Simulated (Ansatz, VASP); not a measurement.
**Two plane-wave programs on Ta**

```
Ta
1.0
    -1.72559    1.65128    1.65128
     1.72559   -1.65128    1.65128
     1.72559    1.65128   -1.65128
Ta
1
Direct
  0.00000 0.00000 0.00000
```

Change from the starting cell: strain +0.0450 x Voigt [1, 0, 0, 0, 0, 0], atoms carried along.

Alike in both runs: task single point; functional PBE; k mesh 20 × 20 × 20; occupations gaussian, width 0.15 eV; no spin polarisation.

|  | VASP | Ansatz |
| --- | --- | --- |
| version | VASP 6.6.1 | Ansatz 0.2.0 |
| potentials or method | VASP PAW PBE potentials, release 64 (Ta_pv), cutoff 520 eV | scalar-relativistic, plane waves, PAW |
| valence electrons in the cell | 11 | 13 |

Ansatz gave:

```
gap on the k mesh at the Fermi level (eV)                     : none
pressure (GPa)                                                : -5.1
traceless stress, the component that is largest in VASP (GPa) : -2.87
```

**Question.** Which values does VASP return?

**Answer.** gap on the k mesh at the Fermi level (eV): none; pressure (GPa): -5.1; traceless stress, the component that is largest in VASP (GPa): -2.86.

A gap of «none» marks a metal or a gap that the smearing closes. VASP's potentials hold 11 valence electrons a cell and Ansatz's 13, so a difference there can come from the potentials and not from the codes.

Spin-orbit coupling is off throughout.
